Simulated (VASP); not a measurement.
# WS2 (R3m) in VASP: further runs

Runs on WS2. Level: PBE. Tasks: single point.

Everything below comes from runs of VASP 6.6.1. Logs are shortened: lines on timing, memory, paths and dates and some standing lists are left out, and cuts for length are marked.

## (1) The cell of the first run

The structure is trigonal, space group R3m (No. 160). The conventional cell has a = 3.188 Å, b = 3.188 Å, c = 22.423 Å, α = 90.00°, β = 90.00°, γ = 120.00°. Within 3.2 Å of W (site symmetry 3m) lie 6 S at 2.42 Å and 6 W at 3.19 Å. Within 3.2 Å of S (site symmetry 3m) lie 3 W at 2.42 Å and 7 S at 3.14 to 3.19 Å. Within 3.2 Å of S (site symmetry 3m) lie 3 W at 2.42 Å and 7 S at 3.14 to 3.19 Å.

## (2) Single point, PBE

Input file INCAR:

```
SYSTEM = WS2
ALGO = Normal ; EDIFF = 1E-6
ENCUT = 520 ; GGA = PE
ISIF = 2 ; ISMEAR = 0
LASPH = .TRUE. ; LCHARG = .FALSE.
LREAL = Auto ; LWAVE = .FALSE.
NBANDS = 238 ; NELM = 60
PREC = Accurate ; SIGMA = 0.01
```

Input file KPOINTS:

```
k-points
0
G
  1 1 1
  0 0 0
```

Input file POSCAR:

```
WS2
1.0
   -6.3754948460      3.6808936656      7.4744429926
    0.0000000000     -7.3617873312      7.4744429926
    6.3754948460      3.6808936656      7.4744429926
W S
16 32
Direct
    0.2506774473      0.7506774473      0.0006774473
    0.5006774473      0.5006774473      0.0006774473
    0.7506774473      0.2506774473      0.0006774473
    0.0006774473      0.7506774473      0.2506774473
    0.0006774473      0.0006774473      0.0006774473
    0.2506774473      0.5006774473      0.2506774473
    0.5006774473      0.2506774473      0.2506774473
    0.7506774473      0.7506774473      0.5006774473
    0.7506774473      0.0006774473      0.2506774473
    0.0006774473      0.5006774473      0.5006774473
    0.2506774473      0.2506774473      0.5006774473
    0.5006774473      0.7506774473      0.7506774473
    0.5006774473      0.0006774473      0.5006774473
    0.7506774473      0.5006774473      0.7506774473
    0.0006774473      0.2506774473      0.7506774473
    0.2506774473      0.0006774473      0.7506774473
    0.6540743331      0.1540743331      0.4040743331
    0.9040743331      0.9040743331      0.4040743331
    0.1540743331      0.6540743331      0.4040743331
    0.4040743331      0.1540743331      0.6540743331
    0.4040743331      0.4040743331      0.4040743331
    0.6540743331      0.9040743331      0.6540743331
    0.9040743331      0.6540743331      0.6540743331
    0.1540743331      0.1540743331      0.9040743331
    0.1540743331      0.4040743331      0.6540743331
    0.4040743331      0.9040743331      0.9040743331
    0.6540743331      0.6540743331      0.9040743331
    0.9040743331      0.1540743331      0.1540743331
    0.9040743331      0.4040743331      0.9040743331
    0.1540743331      0.9040743331      0.1540743331
    0.4040743331      0.6540743331      0.1540743331
    0.6540743331      0.4040743331      0.1540743331
    0.5139482196      0.0139482196      0.2639482196
    0.7639482196      0.7639482196      0.2639482196
    0.0139482196      0.5139482196      0.2639482196
    0.2639482196      0.0139482196      0.5139482196
    0.2639482196      0.2639482196      0.2639482196
    0.5139482196      0.7639482196      0.5139482196
    0.7639482196      0.5139482196      0.5139482196
    0.0139482196      0.0139482196      0.7639482196
    0.0139482196      0.2639482196      0.5139482196
    0.2639482196      0.7639482196      0.7639482196
    0.5139482196      0.5139482196      0.7639482196
    0.7639482196      0.0139482196      0.0139482196
    0.7639482196      0.2639482196      0.7639482196
    0.0139482196      0.7639482196      0.0139482196
    0.2639482196      0.5139482196      0.0139482196
    0.5139482196      0.2639482196      0.0139482196
```

Potentials or basis: VASP PAW PBE potentials, release 64 (W_sv, S).

On the command line:

```bash
> cat potpaw_PBE.64/W_sv/POTCAR potpaw_PBE.64/S/POTCAR > POTCAR
> mpirun -np 1 vasp_gam > vasp.out
```

OUTCAR:

```text
SYSTEM = WS2
   EDIFF = 1E-6
   ENCUT = 520
   GGA = PE
   ISIF = 2
   ISMEAR = 0
   LASPH = .TRUE.
   LREAL = Auto
   NELM = 60
   PREC = Accurate

 ion  position               nearest neighbor table
   1  0.251  0.751  0.001-  42 2.42  46 2.42  47 2.42  30 2.42  26 2.42  31 2.42   4 3.19  12 3.19
                             2 3.19  16 3.19   5 3.19   6 3.19
   2  0.501  0.501  0.001-  43 2.42  47 2.42  48 2.42  31 2.42  27 2.42  32 2.42   6 3.19  14 3.19
                            12 3.19   3 3.19   1 3.19   7 3.19
   3  0.751  0.251  0.001-  45 2.42  48 2.42  44 2.42  32 2.42  29 2.42  28 2.42   7 3.19  15 3.19
                            14 3.19   5 3.19   2 3.19   9 3.19
   4  0.001  0.751  0.251-  46 2.42  34 2.42  35 2.42  30 2.42  18 2.42  19 2.42   1 3.19   8 3.19
                             9 3.19  10 3.19   6 3.19   5 3.19
   5  0.001  0.001  0.001-  40 2.42  44 2.42  46 2.42  28 2.42  24 2.42  30 2.42   9 3.19  16 3.19
                            15 3.19   3 3.19   4 3.19   1 3.19
   6  0.251  0.501  0.251-  47 2.42  35 2.42  37 2.42  31 2.42  19 2.42  21 2.42   2 3.19  10 3.19
                             1 3.19  11 3.19   4 3.19   7 3.19
   7  0.501  0.251  0.251-  48 2.42  37 2.42  33 2.42  32 2.42  21 2.42  17 2.42   3 3.19  11 3.19
                             2 3.19  13 3.19   6 3.19   9 3.19
   8  0.751  0.751  0.501-  34 2.42  38 2.42  39 2.42  22 2.42  18 2.42  23 2.42   4 3.19  12 3.19
                            13 3.19  14 3.19  10 3.19   9 3.19
   9  0.751  0.001  0.251-  44 2.42  33 2.42  34 2.42  28 2.42  17 2.42  18 2.42   5 3.19  13 3.19
                             8 3.19   4 3.19   3 3.19   7 3.19
  10  0.001  0.501  0.501-  35 2.42  39 2.42  41 2.42  23 2.42  19 2.42  25 2.42   6 3.19  14 3.19
                             4 3.19  15 3.19   8 3.19  11 3.19
  11  0.251  0.251  0.501-  37 2.42  41 2.42  36 2.42  25 2.42  21 2.42  20 2.42   7 3.19  15 3.19
                             6 3.19  16 3.19  10 3.19  13 3.19
  12  0.501  0.751  0.751-  38 2.42  42 2.42  43 2.42  26 2.42  22 2.42  27 2.42   1 3.19   8 3.19
                            14 3.19  16 3.19   2 3.19  13 3.19
  13  0.501  0.001  0.501-  33 2.42  36 2.42  38 2.42  20 2.42  17 2.42  22 2.42   9 3.19  16 3.19
                            12 3.19   8 3.19   7 3.19  11 3.19
  14  0.751  0.501  0.751-  39 2.42  43 2.42  45 2.42  27 2.42  23 2.42  29 2.42   2 3.19  10 3.19
                            12 3.19  15 3.19   8 3.19   3 3.19
  15  0.001  0.251  0.751-  41 2.42  45 2.42  40 2.42  29 2.42  25 2.42  24 2.42   3 3.19  11 3.19
                            14 3.19  16 3.19  10 3.19   5 3.19
  16  0.251  0.001  0.751-  36 2.42  40 2.42  42 2.42  24 2.42  20 2.42  26 2.42   5 3.19  13 3.19
                             1 3.19  15 3.19  11 3.19  12 3.19
  17  0.654  0.154  0.404-   9 2.42  13 2.42   7 2.42
  18  0.904  0.904  0.404-   4 2.42   8 2.42   9 2.42
  19  0.154  0.654  0.404-   6 2.42  10 2.42   4 2.42
  20  0.404  0.154  0.654-  13 2.42  16 2.42  11 2.42
  21  0.404  0.404  0.404-   7 2.42  11 2.42   6 2.42
  22  0.654  0.904  0.654-   8 2.42  12 2.42  13 2.42
[... 24 lines left out ...]
  47  0.264  0.514  0.014-   6 2.42   2 2.42   1 2.42
  48  0.514  0.264  0.014-   7 2.42   3 2.42   2 2.42

  LATTYP: Found a trigonal (rhomboedric) cell.
 ALAT       =    10.4911015036
 COS(alpha) =     0.2613892644

  Lattice vectors:

 A1 = (  -6.3754948460,   3.6808936656,   7.4744429926)
 A2 = (   0.0000000000,  -7.3617873312,   7.4744429926)
 A3 = (   6.3754948460,   3.6808936656,   7.4744429926)

Analysis of symmetry for initial positions (statically):
=====================================================================
 Subroutine PRICEL returns following result:

  LATTYP: Found a trigonal (rhomboedric) cell.
 ALAT       =     7.6976972267
 COS(alpha) =     0.9142535476

  Lattice vectors:

 A1 = (  -1.5938737115,   0.9202234164,   7.4744429926)
 A2 = (  -0.0000000000,  -1.8404468328,   7.4744429926)
 A3 = (   1.5938737115,   0.9202234164,   7.4744429926)

[... 49 lines left out ...]
   PSTRESS=    0.0 pullay stress
   NELECT =     416.0000    total number of electrons
   NUPDOWN=      -1.0000    fix difference up-down
   EMIN   =  10.00;   EMAX   =-10.00  energy-range for DOS
   EFERMI =   0.00;   METHOD = LEGACY
   ISMEAR =     0;   SIGMA  =   0.01  broadening in eV -4-tet -1-fermi 0-gaus
   EFERMI_NEDOS =   21; number of points for ismear=-14 and -15
   IALGO  =     38    algorithm
   IMIX   =      4    mixing-type and parameters
     AMIX     =   0.40;   BMIX     =  1.00
     AMIX_MAG =   1.60;   BMIX_MAG =  1.00
  volume/ion in A,a.u.               =      21.93       147.96
  Fermi-wavevector in a.u.,A,eV,Ry     =   1.201453  2.270417 19.639871  1.443490
  Thomas-Fermi vector in A             =   2.337262
   LORBIT       =      0    0 simple, 1 ext, 2 COOP (PROOUT), +10 PAW based schemes
   GGA     = PE    functional components
   LHFCALC =     F    Hartree Fock is set to
   AEXX    =    0.0000 exact exchange contribution
   IVDW    =     0    specifies the selected vdW correction
   LEPSILON=     F    determine dielectric tensor
   LRPA    =     F    only Hartree local field effects (RPA)
 non-spin polarized calculation
 Gauss-broadening in eV      SIGMA  =   0.01
  energy-cutoff  :      520.00
  volume of cell :     1052.44
 maximum number of plane-waves:     14201
 NGX is ok and might be reduce to    80

 number of electron     415.9999994 magnetization

 Free energy of the ion-electron system (eV)
  ---------------------------------------------------
  ext. energy  EPLUGINS =         0.00000000
  ---------------------------------------------------
  free energy    TOTEN  =      -379.97815860 eV

  energy without entropy =     -379.97815860  energy(sigma->0) =     -379.97815860

 E-fermi :   4.4711     XC(G=0):  -9.4603

 val. band max:        4.2194458164   @ k =   0.0000   0.0000   0.0000
 cond. band min:       6.7868898205   @ k =   0.0000   0.0000   0.0000
 fundamental gap:      2.5674440041
 Fermi energy:         4.4711183388

 k-point     1 :       0.0000    0.0000    0.0000
  band No.  band energies     occupation
      1     -69.5787      2.00000
      2     -69.5706      2.00000
      3     -69.5706      2.00000
      4     -69.5706      2.00000
      5     -69.5706      2.00000
      6     -69.5706      2.00000
[... 212 lines left out ...]
    219       6.8555      0.00000
    220       6.8555      0.00000
 [bands above 220 left out]

------------------------ aborting loop because EDIFF is reached ----------------------------------------

  FORCE on cell =-STRESS in cart. coord.  units (eV):
  Direction    XX          YY          ZZ          XY          YZ          ZX
  --------------------------------------------------------------------------------------
  -------------------------------------------------------------------------------------
  Total       -1.5818738     -1.5818738     -4.9827176      0.0000000      0.0000000      0.0000000
  in kB       -2.4081589     -2.4081589     -7.5854195      0.0000000      0.0000000      0.0000000
  external PRESSURE =      -4.1339125 kB  Pullay stress =       0.0000000 kB

 VOLUME and BASIS-vectors are now :
 -----------------------------------------------------------------------------
  energy-cutoff  :      520.00
  volume of cell :     1052.44
      direct lattice vectors                 reciprocal lattice vectors
    -6.375494846  3.680893666  7.474442993    -0.078425285  0.045278859  0.044596411
     0.000000000 -7.361787331  7.474442993     0.000000000 -0.090557719  0.044596411
     6.375494846  3.680893666  7.474442993     0.078425285  0.045278859  0.044596411

 POSITION                                       TOTAL-FORCE (eV/Angst)
 -----------------------------------------------------------------------------------
     -1.59387     -4.60112      7.48963         0.000000      0.000000     -0.013514
     -3.18775     -1.84045      7.48963         0.000000      0.000000     -0.013514
     -4.78162      0.92022      7.48963         0.000000      0.000000     -0.013514
      1.59387     -4.60112      7.48963         0.000000      0.000000     -0.013514
      0.00000      0.00000      0.01519         0.000000      0.000000     -0.013514
      0.00000     -1.84045      7.48963         0.000000      0.000000     -0.013514
[... 40 lines left out ...]
     -1.59387     -2.76067      5.91860         0.000000      0.000000      0.074851
     -3.18775      0.00000      5.91860         0.000000      0.000000      0.074851
 -----------------------------------------------------------------------------------
    total drift:                               -0.000001     -0.000000     -0.045701

  FREE ENERGIE OF THE ION-ELECTRON SYSTEM (eV)
  ---------------------------------------------------
  free  energy   TOTEN  =      -379.9781585972 eV

  energy  without entropy=     -379.9781585972  energy(sigma->0) =     -379.97815860
```

Wall time 6.2 min (1 thread of AMD EPYC 7R13 (Zen 3), shared host); peak memory 0.91 GiB.

Results:

```yaml
Free_energy: -379.9782 eV
Pressure: -0.4 GPa
Largest_force: 0.075 eV/Å
Band_gap_on_the_k_mesh: 2.57 eV
```

Forces in eV/Å, atoms in the order of the input:
```
W    0.000  0.000 -0.014
W    0.000  0.000 -0.014
W    0.000  0.000 -0.014
W    0.000  0.000 -0.014
W    0.000  0.000 -0.014
W    0.000  0.000 -0.014
W    0.000  0.000 -0.014
W    0.000  0.000 -0.014
W    0.000  0.000 -0.014
W    0.000  0.000 -0.014
W    0.000  0.000 -0.014
W    0.000  0.000 -0.014
W    0.000  0.000 -0.014
W    0.000  0.000 -0.014
W    0.000  0.000 -0.014
W    0.000  0.000 -0.014
S    0.000  0.000 -0.061
S    0.000  0.000 -0.061
S    0.000  0.000 -0.061
S    0.000  0.000 -0.061
S    0.000  0.000 -0.061
S    0.000  0.000 -0.061
S    0.000  0.000 -0.061
S    0.000  0.000 -0.061
S    0.000  0.000 -0.061
S    0.000  0.000 -0.061
S    0.000  0.000 -0.061
S    0.000  0.000 -0.061
S    0.000  0.000 -0.061
S    0.000  0.000 -0.061
S    0.000  0.000 -0.061
S    0.000  0.000 -0.061
S    0.000  0.000  0.075
S    0.000  0.000  0.075
S    0.000  0.000  0.075
S    0.000  0.000  0.075
S    0.000  0.000  0.075
S    0.000  0.000  0.075
S    0.000  0.000  0.075
S    0.000  0.000  0.075
S    0.000  0.000  0.075
S    0.000  0.000  0.075
S    0.000  0.000  0.075
S    0.000  0.000  0.075
S    0.000  0.000  0.075
S    0.000  0.000  0.075
S    0.000  0.000  0.075
S    0.000  0.000  0.075
```

Levels at points of the mesh, in eV from the valence-band top:
| k point | band 204 | band 205 | band 206 | band 207 | band 208 | band 209 | band 210 | band 211 | band 212 | band 213 |
| --- | --- | --- | --- | --- | --- | --- | --- | --- | --- | --- |
| (0.00, 0.00, 0.00) | -0.35 | -0.35 | -0.35 | -0.35 | 0.00 | 2.57 | 2.57 | 2.57 | 2.57 | 2.57 |

Caveat: the k points lie up to 0.63 Å⁻¹ apart; spin-orbit coupling is left out, which moves the levels of the heavy elements; an odd mesh through Γ misses points on the zone boundary, where band edges can lie.

## (3) Single point, PBE

This run uses another cell than the first one: it holds 72 atoms, not 48.

Input file INCAR:

```
  PREC = Accurate
  ENCUT = 520
  EDIFF = 1E-6
  ISMEAR = 0
  SIGMA = 0.01
  LREAL = Auto
  LASPH = T
  NELM = 100
  ALGO = Normal
  ISIF = 2
  LWAVE = F
  LCHARG = F
  GGA = PE
  NBANDS = 354
```

Input file KPOINTS:

```
Automatic mesh
0
Gamma
  1 1 1
```

Input file POSCAR:

```
WS2
1.0
    6.3754946469     -7.3617871012      7.4744493329
    6.3754946469      7.3617871012     -7.4744493329
   -6.3754946469      9.2022338765      7.4744493329
W S
24 48
Direct
    0.0010161738      0.9998870918      0.0009032656
    0.8760161738      0.0415537585      0.1675699323
    0.2510161738      0.2498870918      0.0009032656
    0.7510161738      0.0832204251      0.3342365989
    0.1260161738      0.2915537585      0.1675699323
    0.6260161738      0.1248870918      0.5009032656
    0.0010161738      0.3332204251      0.3342365989
    0.5010161738      0.1665537585      0.6675699323
    0.3760161738      0.2082204251      0.8342365989
    0.5010161738      0.4998870918      0.0009032656
    0.3760161738      0.5415537585      0.1675699323
    0.8760161738      0.3748870918      0.5009032656
    0.2510161738      0.5832204251      0.3342365989
    0.7510161738      0.4165537585      0.6675699323
    0.1260161738      0.6248870918      0.5009032656
    0.6260161738      0.4582204251      0.8342365989
    0.0010161738      0.6665537585      0.6675699323
    0.7510161738      0.7498870918      0.0009032656
    0.6260161738      0.7915537585      0.1675699323
    0.5010161738      0.8332204251      0.3342365989
    0.3760161738      0.8748870918      0.5009032656
    0.8760161738      0.7082204251      0.8342365989
    0.2510161738      0.9165537585      0.6675699323
    0.1260161738      0.9582204251      0.8342365989
    0.6061114060      0.9326542882      0.5387656943
    0.4811114060      0.9743209549      0.7054323609
    0.8561114060      0.1826542882      0.5387656943
    0.3561114061      0.0159876216      0.8720990276
    0.7311114060      0.2243209549      0.7054323609
    0.2311114061      0.0576542882      0.0387656943
    0.6061114060      0.2659876216      0.8720990276
    0.1061114061      0.0993209549      0.2054323609
    0.9811114060      0.1409876216      0.3720990276
    0.1061114061      0.4326542882      0.5387656943
    0.9811114060      0.4743209549      0.7054323609
    0.4811114061      0.3076542882      0.0387656943
    0.8561114060      0.5159876216      0.8720990276
    0.3561114061      0.3493209549      0.2054323609
    0.7311114060      0.5576542882      0.0387656943
    0.2311114060      0.3909876215      0.3720990276
    0.6061114060      0.5993209549      0.2054323609
    0.3561114060      0.6826542882      0.5387656943
    0.2311114061      0.7243209549      0.7054323609
    0.1061114061      0.7659876216      0.8720990276
    0.9811114060      0.8076542882      0.0387656943
    0.4811114060      0.6409876216      0.3720990276
    0.8561114060      0.8493209549      0.2054323609
    0.7311114060      0.8909876216      0.3720990276
    0.3959224202      0.9560086200      0.3519310401
    0.2709224202      0.9976752866      0.5185977068
    0.6459224202      0.2060086200      0.3519310401
    0.1459224202      0.0393419533      0.6852643735
    0.5209224202      0.2476752866      0.5185977068
    0.0209224202      0.0810086200      0.8519310401
    0.3959224202      0.2893419533      0.6852643735
    0.8959224202      0.1226752866      0.0185977068
    0.7709224202      0.1643419533      0.1852643735
    0.8959224202      0.4560086200      0.3519310401
    0.7709224202      0.4976752866      0.5185977068
    0.2709224202      0.3310086200      0.8519310401
    0.6459224202      0.5393419533      0.6852643735
    0.1459224202      0.3726752866      0.0185977068
    0.5209224202      0.5810086200      0.8519310401
    0.0209224202      0.4143419533      0.1852643735
    0.3959224202      0.6226752866      0.0185977068
    0.1459224202      0.7060086200      0.3519310401
    0.0209224202      0.7476752866      0.5185977068
    0.8959224202      0.7893419533      0.6852643735
    0.7709224202      0.8310086200      0.8519310401
    0.2709224202      0.6643419533      0.1852643735
    0.6459224202      0.8726752866      0.0185977068
    0.5209224202      0.9143419533      0.1852643735
```

Potentials or basis: VASP PAW PBE potentials, release 64 (W_sv, S).

On the command line:

```bash
> cat potpaw_PBE.64/W_sv/POTCAR potpaw_PBE.64/S/POTCAR > POTCAR
> mpirun -np 1 vasp_gam > vasp.out
```

Wall time 32 min (1 thread of Oxide Virtual Turin-like, shared host); peak memory 1.6 GiB.

The run converged. Its results:

* Free energy: -568.8315 eV
* Pressure: -0.1 GPa
* Largest force: 0.040 eV/Å
* Band gap on the k mesh: 2.26 eV

Forces on the atoms (eV/Å):
```
W    0.000 -0.039  0.009
W    0.000 -0.039  0.009
W    0.000 -0.039  0.009
W    0.000 -0.039  0.009
W    0.000 -0.039  0.009
W    0.000 -0.039  0.009
W    0.000 -0.039  0.009
W    0.000 -0.039  0.009
W    0.000 -0.039  0.009
W    0.000 -0.039  0.009
W    0.000 -0.039  0.009
W    0.000 -0.039  0.009
W    0.000 -0.039  0.009
W    0.000 -0.039  0.009
W    0.000 -0.039  0.009
W    0.000 -0.039  0.009
W    0.000 -0.039  0.009
W    0.000 -0.039  0.009
W    0.000 -0.039  0.009
W    0.000 -0.039  0.009
W    0.000 -0.039  0.009
W    0.000 -0.039  0.009
W    0.000 -0.039  0.009
W    0.000 -0.039  0.009
S    0.000  0.020 -0.020
S    0.000  0.020 -0.020
S    0.000  0.020 -0.020
S    0.000  0.020 -0.020
S    0.000  0.020 -0.020
S    0.000  0.020 -0.020
S    0.000  0.020 -0.020
S    0.000  0.020 -0.020
S    0.000  0.020 -0.020
S    0.000  0.020 -0.020
S    0.000  0.020 -0.020
S    0.000  0.020 -0.020
S    0.000  0.020 -0.020
S    0.000  0.020 -0.020
S    0.000  0.020 -0.020
S    0.000  0.020 -0.020
S    0.000  0.020 -0.020
S    0.000  0.020 -0.020
S    0.000  0.020 -0.020
S    0.000  0.020 -0.020
S    0.000  0.020 -0.020
S    0.000  0.020 -0.020
S    0.000  0.020 -0.020
S    0.000  0.020 -0.020
S    0.000  0.019  0.011
S    0.000  0.019  0.011
S    0.000  0.019  0.011
S    0.000  0.019  0.011
S    0.000  0.019  0.011
S    0.000  0.019  0.011
S    0.000  0.019  0.011
S    0.000  0.019  0.011
S    0.000  0.019  0.011
S    0.000  0.019  0.011
S    0.000  0.019  0.011
S    0.000  0.019  0.011
S    0.000  0.019  0.011
S    0.000  0.019  0.011
S    0.000  0.019  0.011
S    0.000  0.019  0.011
S    0.000  0.019  0.011
S    0.000  0.019  0.011
S    0.000  0.019  0.011
S    0.000  0.019  0.011
S    0.000  0.019  0.011
S    0.000  0.019  0.011
S    0.000  0.019  0.011
S    0.000  0.019  0.011
```

Stress tensor (GPa, compression positive):
```
-0.20  0.00  0.00
 0.00  0.00  0.01
 0.00  0.01 -0.20
```

Levels at points of the mesh, in eV from the valence-band top:
| k point | band 309 | band 310 | band 311 | band 312 | band 313 | band 314 | band 315 | band 316 |
| --- | --- | --- | --- | --- | --- | --- | --- | --- |
| (0.00, 0.00, 0.00) | -0.11 | -0.05 | 0.00 | 0.00 | 2.26 | 2.26 | 2.32 | 2.32 |

Caveat: the k points lie up to 0.62 Å⁻¹ apart; spin-orbit coupling is left out, which moves the levels of the heavy elements; an odd mesh through Γ misses points on the zone boundary, where band edges can lie.
